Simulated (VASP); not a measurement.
# La2O3 (Pm-3m) in VASP: a series of runs

Runs on La2O3. Level: PBE. Tasks: single point.

All numbers are computed with VASP 6.6.1; they aren't measurements. Logs are shortened: lines on timing, memory, paths and dates and some standing lists are left out, and cuts for length are marked.

## Step 1: The cell of the first run

Symmetry: Pm-3m, No. 221, cubic system. The conventional cell has a = 4.580 Å, b = 4.580 Å, c = 4.580 Å, α = 90.00°, β = 90.00°, γ = 90.00°. Within 4.3 Å of La (site symmetry m-3m) lie 12 O at 3.24 Å and 8 La at 3.97 Å. Within 3.0 Å of La (site symmetry m-3m) lie 6 O at 2.29 Å. Within 3.0 Å of O (site symmetry 4/mmm) lie 2 La at 2.29 Å.

## Step 2: Single point, PBE

The input, INCAR:

```
ALGO = Normal
EDIFF = 1E-6
ENCUT = 520
GGA = PE
ISIF = 2
ISMEAR = 0
LASPH = T
LCHARG = F
LREAL = F
LWAVE = F
NBANDS = 28
NELM = 100
PREC = Accurate
SIGMA = 0.02
```

The input, KPOINTS:

```
k-points
0
Gamma
  8 8 8
```

The input, POSCAR:

```
La2O3
1.0
    4.5800274998      0.0000000000      0.0000000000
    0.0000000000      4.5800274998      0.0000000000
    0.0000000000      0.0000000000      4.5800274998
La O
2 3
Direct
    0.0000000000      0.0000000000      0.0000000000
    0.5000000000      0.5000000000      0.5000000000
    0.0000000000      0.5000000000      0.5000000000
    0.5000000000      0.0000000000      0.5000000000
    0.5000000000      0.5000000000      0.0000000000
```

Potentials or basis: VASP PAW PBE potentials, release 64 (La, O).

Run with:

```console
cat potpaw_PBE.64/La/POTCAR potpaw_PBE.64/O/POTCAR > POTCAR
mpirun -np 1 vasp_std > vasp.out
```

OUTCAR:

```text
EDIFF = 1E-6
   ENCUT = 520
   GGA = PE
   ISIF = 2
   ISMEAR = 0
   LASPH = T
   LREAL = F
   NELM = 100
   PREC = Accurate

 ion  position               nearest neighbor table
   1  0.000  0.000  0.000-
   2  0.500  0.500  0.500-   3 2.29   4 2.29   5 2.29   5 2.29   4 2.29   3 2.29
   3  0.000  0.500  0.500-   2 2.29   2 2.29
   4  0.500  0.000  0.500-   2 2.29   2 2.29
   5  0.500  0.500  0.000-   2 2.29   2 2.29

  LATTYP: Found a simple cubic cell.
 ALAT       =     4.5800274998

  Lattice vectors:

 A1 = (   4.5800274998,   0.0000000000,   0.0000000000)
 A2 = (   0.0000000000,   4.5800274998,   0.0000000000)
 A3 = (   0.0000000000,   0.0000000000,   4.5800274998)

Analysis of symmetry for initial positions (statically):
=====================================================================
 Subroutine PRICEL returns:
 Original cell was already a primitive cell.

 Routine SETGRP: Setting up the symmetry group for a
 simple cubic supercell.

 Subroutine GETGRP returns: Found 48 space group operations
 (whereof 48 operations were pure point group operations)
 out of a pool of 48 trial point group operations.

The static configuration has the point symmetry O_h .

Analysis of symmetry for dynamics (positions and initial velocities):
=====================================================================
 Subroutine PRICEL returns:
 Original cell was already a primitive cell.

 Routine SETGRP: Setting up the symmetry group for a
 simple cubic supercell.

 Subroutine GETGRP returns: Found 48 space group operations
 (whereof 48 operations were pure point group operations)
 out of a pool of 48 trial point group operations.

The dynamic configuration has the point symmetry O_h .

 Subroutine INISYM returns: Found 48 space group operations
 (whereof 48 operations are pure point group operations),
 and found     1 'primitive' translations

----------------------------------------------------------------------------------------

                                     Primitive cell

  volume of cell :      96.0736

  direct lattice vectors                    reciprocal lattice vectors
     4.580027500  0.000000000  0.000000000     0.218339300  0.000000000  0.000000000
     0.000000000  4.580027500  0.000000000     0.000000000  0.218339300  0.000000000
     0.000000000  0.000000000  4.580027500     0.000000000  0.000000000  0.218339300

  length of vectors
     4.580027500  4.580027500  4.580027500     0.218339300  0.218339300  0.218339300

  position of ions in fractional coordinates (direct lattice)
     0.000000000  0.000000000  0.000000000
     0.500000000  0.500000000  0.500000000
     0.000000000  0.500000000  0.500000000
     0.500000000  0.000000000  0.500000000
     0.500000000  0.500000000  0.000000000

  ion indices of the primitive-cell ions
   primitive index   ion index
                 1           1
                 2           2
                 3           3
                 4           4
                 5           5

----------------------------------------------------------------------------------------

 KPOINTS: k-points

Automatic generation of k-mesh.
 Grid dimensions read from file:
 generate k-points for:    8    8    8

 Generating k-lattice:

  Cartesian coordinates                     Fractional coordinates (reciprocal lattice)
     0.027292413  0.000000000  0.000000000     0.125000000  0.000000000  0.000000000
     0.000000000  0.027292413  0.000000000     0.000000000  0.125000000  0.000000000
     0.000000000  0.000000000  0.027292413     0.000000000  0.000000000  0.125000000

  Length of vectors
     0.027292413  0.027292413  0.027292413

  Shift w.r.t. Gamma in fractional coordinates (k-lattice)
     0.000000000  0.000000000  0.000000000

 Subroutine IBZKPT returns following result:
 ===========================================

 Found     35 irreducible k-points:

 Following reciprocal coordinates:
            Coordinates               Weight
  0.000000  0.000000  0.000000      1.000000
  0.125000  0.000000  0.000000      6.000000
  0.250000  0.000000  0.000000      6.000000
  0.375000  0.000000  0.000000      6.000000
  0.500000  0.000000  0.000000      3.000000
  0.125000  0.125000  0.000000     12.000000
[... 16 lines left out ...]
  0.375000  0.375000  0.125000     24.000000
  0.500000  0.375000  0.125000     24.000000
 [... further k-points ...]
   k-points           NKPTS =     35   k-points in BZ     NKDIM =     35   number of bands    NBANDS=     28
   number of dos      NEDOS =    301   number of ions     NIONS =      5
   total plane-waves  NPLWV =  46656
   dimension x,y,z NGX =    36 NGY =   36 NGZ =   36
   dimension x,y,z NGXF=    72 NGYF=   72 NGZF=   72
   ions per type =               2   3
   NGX,Y,Z   is equivalent  to a cutoff of  13.07, 13.07, 13.07 a.u.
   NGXF,Y,Z  is equivalent  to a cutoff of  26.13, 26.13, 26.13 a.u.
 SYSTEM =  unknown system
   PREC   = accura    normal or accurate (medium, high low for compatibility)
   ISTART =      0    job   : 0-new  1-cont  2-samecut
   ICHARG =      2    charge: 1-file 2-atom 10-const
   ISPIN  =      1    spin polarized calculation?
   LNONCOLLINEAR =      F non collinear calculations
   LSORBIT =      F    spin-orbit coupling
   LASPH  =      T    aspherical Exc in radial PAW
   ENCUT  =  520.0 eV  38.22 Ry    6.18 a.u.   8.52  8.52  8.52*2*pi/ulx,y,z
   NELM   =    100;   NELMIN=  2; NELMDL= -5     # of ELM steps
   EDIFF  = 0.1E-05   stopping-criterion for ELM
   LREAL  =      F    real-space projection
   EDIFFG = 0.1E-04   stopping-criterion for IOM
   NSW    =      0    number of steps for IOM
   IBRION =     -1    ionic relax: 0-MD 1-quasi-New 2-CG
   NFREE  =      0    steps in history (QN), initial steepest desc. (CG)
   ISIF   =      2    stress and relaxation
   ISYM   =      2    0-nonsym 1-usesym 2-fastsym
   POTIM  = 0.5000    time-step for ionic-motion
   TEBEG  =    0.0;   TEEND  =   0.0 temperature during run
   PSTRESS=    0.0 pullay stress
   NELECT =      40.0000    total number of electrons
   NUPDOWN=      -1.0000    fix difference up-down
   EMIN   =  10.00;   EMAX   =-10.00  energy-range for DOS
   EFERMI =   0.00;   METHOD = LEGACY
   ISMEAR =     0;   SIGMA  =   0.02  broadening in eV -4-tet -1-fermi 0-gaus
   EFERMI_NEDOS =   21; number of points for ismear=-14 and -15
   IALGO  =     38    algorithm
   IMIX   =      4    mixing-type and parameters
     AMIX     =   0.40;   BMIX     =  1.00
     AMIX_MAG =   1.60;   BMIX_MAG =  1.00
  volume/ion in A,a.u.               =      19.21       129.67
  Fermi-wavevector in a.u.,A,eV,Ry     =   1.222438  2.310072 20.331920  1.494354
  Thomas-Fermi vector in A             =   2.357584
   LORBIT       =      0    0 simple, 1 ext, 2 COOP (PROOUT), +10 PAW based schemes
   GGA     = PE    functional components
   LHFCALC =     F    Hartree Fock is set to
   AEXX    =    0.0000 exact exchange contribution
   IVDW    =     0    specifies the selected vdW correction
   LEPSILON=     F    determine dielectric tensor
   LRPA    =     F    only Hartree local field effects (RPA)
 non-spin polarized calculation
 Gauss-broadening in eV      SIGMA  =   0.02
  energy-cutoff  :      520.00
  volume of cell :       96.07
 maximum number of plane-waves:      2624
 NGX is ok and might be reduce to    36
   NGX = 17   NGY = 17   NGZ = 17

 number of electron      40.0000017 magnetization

 Free energy of the ion-electron system (eV)
  ---------------------------------------------------
  ext. energy  EPLUGINS =         0.00000000
  ---------------------------------------------------
  free energy    TOTEN  =       -37.48750516 eV

  energy without entropy =      -37.48750516  energy(sigma->0) =      -37.48750516

 E-fermi :   6.0336     XC(G=0):  -9.7371

 val. band max:        5.9159100319   @ k =   0.0000   0.0000   0.0000
 cond. band min:       6.4791660808   @ k =   0.5000   0.0000   0.0000
 fundamental gap:      0.5632560490
 Fermi energy:         6.0335559120

 k-point     1 :       0.0000    0.0000    0.0000
  band No.  band energies     occupation
      1     -28.2432      2.00000
      2     -23.0814      2.00000
      3     -11.6992      2.00000
      4     -11.6992      2.00000
      5     -11.6992      2.00000
      6     -10.5874      2.00000
[... 20 lines left out ...]
     27       6.7749      0.00000
     28       6.9207      0.00000

 k-point     2 :       0.1250    0.0000    0.0000
  band No.  band energies     occupation
      1     -28.2425      2.00000
      2     -23.0762      2.00000
      3     -11.7423      2.00000
      4     -11.6964      2.00000
      5     -11.6964      2.00000
      6     -10.7681      2.00000
[... 20 lines left out ...]
     27       6.6879      0.00000
     28       7.1423      0.00000

 k-point     3 :       0.2500    0.0000    0.0000
  band No.  band energies     occupation
      1     -28.2407      2.00000
      2     -23.0636      2.00000
      3     -11.8345      2.00000
      4     -11.6897      2.00000
      5     -11.6897      2.00000
      6     -11.2072      2.00000
[... 20 lines left out ...]
     27       6.6656      0.00000
     28       7.5291      0.00000

 k-point     4 :       0.3750    0.0000    0.0000
  band No.  band energies     occupation
      1     -28.2389      2.00000
      2     -23.0509      2.00000
      3     -11.9101      2.00000
      4     -11.6830      2.00000
      5     -11.6830      2.00000
      6     -11.5682      2.00000
[... 578 lines left out ...]
     27       6.6360      0.00000
     28       8.4721      0.00000

 k-point    23 :       0.3750    0.3750    0.1250
  band No.  band energies     occupation
      1     -28.2345      2.00000
      2     -23.0121      2.00000
      3     -12.0505      2.00000
      4     -12.0336      2.00000
      5     -11.6940      2.00000
      6     -11.2906      2.00000
[... 20 lines left out ...]
     27       6.6251      0.00000
     28       8.1974      0.00000

 k-point    24 :       0.5000    0.3750    0.1250
  band No.  band energies     occupation
      1     -28.2338      2.00000
      2     -23.0063      2.00000
      3     -12.0970      2.00000
      4     -12.0737      2.00000
      5     -11.6872      2.00000
      6     -11.3194      2.00000
[... 20 lines left out ...]
     27       6.6069      0.00000
     28       8.2322      0.00000

 [... further k-points ...]

------------------------ aborting loop because EDIFF is reached ----------------------------------------

  FORCE on cell =-STRESS in cart. coord.  units (eV):
  Direction    XX          YY          ZZ          XY          YZ          ZX
  --------------------------------------------------------------------------------------
  -------------------------------------------------------------------------------------
  Total       -0.1605536     -0.1605536     -0.1605536     -0.0000000     -0.0000000     -0.0000000
  in kB       -2.6774805     -2.6774805     -2.6774805     -0.0000000     -0.0000000     -0.0000000
  external PRESSURE =      -2.6774805 kB  Pullay stress =       0.0000000 kB

 VOLUME and BASIS-vectors are now :
 -----------------------------------------------------------------------------
  energy-cutoff  :      520.00
  volume of cell :       96.07
      direct lattice vectors                 reciprocal lattice vectors
     4.580027500  0.000000000  0.000000000     0.218339300  0.000000000  0.000000000
     0.000000000  4.580027500  0.000000000     0.000000000  0.218339300  0.000000000
     0.000000000  0.000000000  4.580027500     0.000000000  0.000000000  0.218339300

 POSITION                                       TOTAL-FORCE (eV/Angst)
 -----------------------------------------------------------------------------------
      0.00000      0.00000      0.00000         0.000000      0.000000      0.000000
      2.29001      2.29001      2.29001         0.000000      0.000000      0.000000
      0.00000      2.29001      2.29001         0.000000      0.000000      0.000000
      2.29001      0.00000      2.29001         0.000000      0.000000      0.000000
      2.29001      2.29001      0.00000         0.000000      0.000000      0.000000
 -----------------------------------------------------------------------------------
    total drift:                                0.000000      0.000000      0.000000

  FREE ENERGIE OF THE ION-ELECTRON SYSTEM (eV)
  ---------------------------------------------------
  free  energy   TOTEN  =       -37.4875051579 eV

  energy  without entropy=      -37.4875051579  energy(sigma->0) =      -37.48750516
```

Run time: 68 s. Hardware: 1 thread of Intel Xeon Platinum 8488C (Sapphire Rapids), shared host; peak memory 0.26 GiB.

What came out:

| Property | Result |
| --- | --- |
| Free energy | -37.4875 eV |
| Pressure | -0.3 GPa |
| Band gap on the k mesh | 0.56 eV, indirect (least direct gap 0.59 eV) |

Caveat: spin-orbit coupling is left out, which moves the levels of the heavy elements. A hybrid or GW would open this gap; PBE tends to underestimate it.

## Step 3: Single point, PBE

The input, INCAR:

```
PREC = Accurate ; ENCUT = 520
EDIFF = 1E-7 ; ISMEAR = 0
SIGMA = 0.02 ; LREAL = False
LASPH = True ; NELM = 100
ALGO = Normal ; ISIF = 2
LWAVE = False ; LCHARG = False
GGA = PE ; NBANDS = 28
```

The input, KPOINTS:

```
Automatic mesh
0
Gamma
  8 8 8
```

POSCAR is that of step 2.

Potentials or basis: VASP PAW PBE potentials, release 64 (La, O).

Run with:

```console
cat potpaw_PBE.64/La/POTCAR potpaw_PBE.64/O/POTCAR > POTCAR
mpirun -np 1 vasp_std > vasp.out
```

It took 77 s on 1 thread of Intel Xeon Platinum 8488C (Sapphire Rapids), shared host; peak memory 0.26 GiB.

It converged, with:

| Quantity | Value |
| --- | --- |
| Free energy | -37.4875 eV |
| Pressure | -0.3 GPa |
| Band gap on the k mesh | 0.56 eV, indirect (least direct gap 0.59 eV) |

Levels at points of the mesh, in eV from the valence-band top:
| k point | band 18 | band 19 | band 20 | band 21 | band 22 | band 23 |
| --- | --- | --- | --- | --- | --- | --- |
| (0.00, 0.00, 0.00) | 0.00 | 0.00 | 0.00 | 0.63 | 0.73 | 0.73 |
| (0.50, 0.00, 0.00) | -2.32 | -0.02 | -0.02 | 0.56 | 0.58 | 0.62 |
| (0.50, 0.50, 0.00) | -2.07 | -1.20 | -0.03 | 0.58 | 0.58 | 0.63 |
| (0.50, 0.50, 0.50) | -1.17 | -1.17 | -1.17 | 0.60 | 0.60 | 0.60 |

Caveat: spin-orbit coupling is left out, which moves the levels of the heavy elements. Expect the measured gap to be larger: semilocal functionals such as PBE lack the derivative discontinuity.
